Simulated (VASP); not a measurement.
Wanted: the native input for a VASP 6.6.1 run.

```
Task                   : single point
Functional             : PBE
Potentials or basis    : VASP PAW PBE potentials, release 64 (W_sv)
Cutoff                 : 520 eV
k mesh                 : 22 × 22 × 22
Occupations            : gaussian, width 0.15 eV
Spin                   : no spin polarisation
Dipole correction      : no
Further INCAR settings : ALGO = Fast; EDIFF = 1e-07; NBANDS = 13
```

The structure of W lies in POSCAR:

```
W
1.0
   -1.1362255803      1.5766090722      1.5766090722
    1.5766090722     -1.1362255803      1.5766090722
    1.5766090722      1.5766090722     -1.1362255803
W
1
Direct
    0.0000000000      0.0000000000      0.0000000000
```

The input as run:

INCAR

```
PREC = Accurate
ENCUT = 520
EDIFF = 1E-7
ISMEAR = 0
SIGMA = 0.15
LREAL = False
LASPH = True
NELM = 80
ALGO = Fast
ISIF = 2
LWAVE = False
LCHARG = False
GGA = PE
NBANDS = 13
```

KPOINTS

```
Automatic mesh
0
Gamma
  22 22 22
```

Potentials or basis: VASP PAW PBE potentials, release 64 (W_sv).

Command:

```bash
$ cat potpaw_PBE.64/W_sv/POTCAR > POTCAR
$ mpirun -np 1 vasp_std > vasp.out
```

It gave:

```yaml
Pressure: 56.3 GPa
Band_gap_on_the_k_mesh: zero (bands 7 and 8 overlap by 3.58 eV)
```

Caveat: the cell stands under pressure; spin-orbit coupling is left out, which moves the levels of the heavy elements.

It took 3.9 min on 1 thread of Intel Xeon 8259CL (shared host), peak memory 0.29 GiB.
